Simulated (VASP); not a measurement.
**SrTiO3: single point with PBE**

Crystal: SrTiO3.

```
Sr Ti O
1.0
     3.93640    0.00000    0.00000
     0.00000    3.93640    0.00000
     0.00000    0.00000    3.93640
Sr Ti O
1 1 3
Direct
  0.00000 0.02694 0.02694
  0.50000 0.50000 0.50000
  0.00000 0.50000 0.50000
  0.50000 0.00000 0.50000
  0.50000 0.50000 0.00000
```

This cell differs from its parent crystal: atom 1 (Sr) moved -0.150 Å towards its neighbour atom 3 (O) at 2.783 Å.

| Item | Value |
| --- | --- |
| Program | VASP 6.6.1 |
| Task | single point |
| Functional | PBE |
| Potentials or basis | VASP PAW PBE potentials, release 64 (Sr_sv, Ti_sv, O) |
| Cutoff | 520 eV |
| k mesh | 8 × 8 × 8 |
| Occupations | gaussian, width 0.05 eV |
| Spin | no spin polarisation |
| Dipole correction | no |
| Further INCAR settings | ALGO = Normal; EDIFF = 1e-07; NBANDS = 28 |

- Pressure: 1.1 GPa
- Largest force: 0.542 eV/Å
- Band gap on the k mesh: 1.80 eV (least direct gap 2.17 eV)

Forces in eV/Å, atoms in the order of the input:
```
Sr   0.000 -0.383 -0.383
Ti   0.000  0.306  0.306
O    0.000 -0.015 -0.015
O    0.000  0.121 -0.028
O    0.000 -0.028  0.121
```

Stress tensor (GPa, compression positive):
```
1.16 0.00 0.00
0.00 1.12 0.56
0.00 0.56 1.12
```

Levels at points of the mesh, in eV from the valence-band top:
```tsv
k point	band 17	band 18	band 19	band 20	band 21	band 22	band 23	band 24
(0.00, 0.00, 0.00)	-1.13	-0.37	-0.37	-0.36	1.80	1.82	1.82	4.14
(0.50, 0.00, 0.00)	-2.28	-1.84	-0.73	-0.71	1.97	3.64	3.66	4.15
(0.00, 0.50, 0.00)	-2.29	-1.87	-0.73	-0.73	1.96	3.65	3.66	4.15
(0.50, 0.50, 0.00)	-1.74	-1.54	-1.53	-0.10	3.66	3.67	4.11	5.08
(0.00, 0.50, 0.50)	-1.75	-1.55	-1.54	-0.07	3.66	3.66	4.12	5.08
(0.50, 0.50, 0.50)	-3.65	-0.03	0.00	0.00	4.30	4.31	4.31	6.88
```

Wall time 5.5 min on 1 thread of Intel Xeon 8259CL (shared host), peak memory 0.3 GiB.

Caveat: the cell differs from its parent crystal (atom 1 (Sr) moved -0.150 Å towards its neighbour atom 3 (O) at 2.783 Å). A k mesh can miss the band edges.
